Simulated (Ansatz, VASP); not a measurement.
Two plane-wave programs on MoS

File POSCAR:

```
MoS
1.0
    3.3928908462      0.0000000000      0.0000000000
    0.0000000000      3.3928908462      0.0000000000
    0.0000000000      0.0000000000      3.3928908462
Mo S
1 1
Direct
    0.0000000000      0.0000000000      0.0000000000
    0.5000000000      0.5000000000      0.5000000000
```

INCAR.step1

```
  PREC = Accurate
  ENCUT = 520
  ISMEAR = 0
  SIGMA = 0.1
  LREAL = F
  LASPH = T
  NELM = 150
  LMAXMIX = 4
  LDAU = T
  LDAUTYPE = 2
  LDAUL = 2 -1
  LDAUU = 4.38 0
  LDAUJ = 0 0
  NBANDS = 17
  GGA = PE
  ALGO = Normal
  EDIFF = 1E-4
  LWAVE = T
  LCHARG = F
```

Contents of INCAR.step2:

```
  PREC = Accurate
  ENCUT = 520
  EDIFF = 1E-7
  ISMEAR = 0
  SIGMA = 0.1
  LREAL = F
  LASPH = T
  NELM = 150
  ALGO = Normal
  ISIF = 2
  LWAVE = F
  LCHARG = F
  LMAXMIX = 4
  LDAU = T
  LDAUTYPE = 2
  LDAUL = 2 -1
  LDAUU = 4.38 0
  LDAUJ = 0 0
  LDAUPRINT = 1
  METAGGA = R2SCAN
  LMIXTAU = T
  NBANDS = 17
  ISTART = 1
```

Contents of KPOINTS:

```
regular mesh
0
Gamma
  12 12 12
```

Input for Ansatz:

```yaml
crystal:
  lattice:
    - [3.3928908462, 0.0, 0.0]
    - [0.0, 3.3928908462, 0.0]
    - [0.0, 0.0, 3.3928908462]
  atoms:
    - { symbol: Mo, position: [0.0, 0.0, 0.0] }
    - { symbol: S, position: [0.5, 0.5, 0.5] }
basis:
  ecutwfc: 500
kpoints:
  mp_grid: { grid: [12, 12, 12] }
hamiltonian:
  xc: r2scan
  hubbard: { sites: [{ species: Mo, l: d, u_eff: 4.38 }] }
scf:
  occupations: { method: gaussian, width: 0.1 }
output:
  forces: true
  stress: true
  eigenvalues: true
  write_density: true
  write_potential: true
  elf: true
  volumetric_format: npy
```

Alike in both runs: task single point; functional r2SCAN; k mesh 12 × 12 × 12; occupations gaussian, width 0.1 eV; no spin polarisation; Hubbard terms Mo d U = 4.38 eV.

```csv
,VASP,Ansatz
version,VASP 6.6.1,Ansatz 0.2.0
potentials or method,"VASP PAW PBE potentials, release 64 (Mo_sv, S), cutoff 520 eV","scalar-relativistic, plane waves, PAW"
valence electrons in the cell,20,20
```

Ansatz gave:

| Quantity | Value |
| --- | --- |
| gap on the k mesh at the Fermi level (eV) | 1.79 |
| least direct gap on the mesh (eV) | 2.07 |
| pressure (GPa) | -12.9 |

Problem. Estimate VASP's values.

Solution. gap on the k mesh at the Fermi level (eV): 1.13; least direct gap on the mesh (eV): 1.25; pressure (GPa): -13.9.

VASP's potentials were made for PBE, not for r2SCAN. The programs project onto different local orbitals, so the same U acts differently, and such runs can settle in different states.
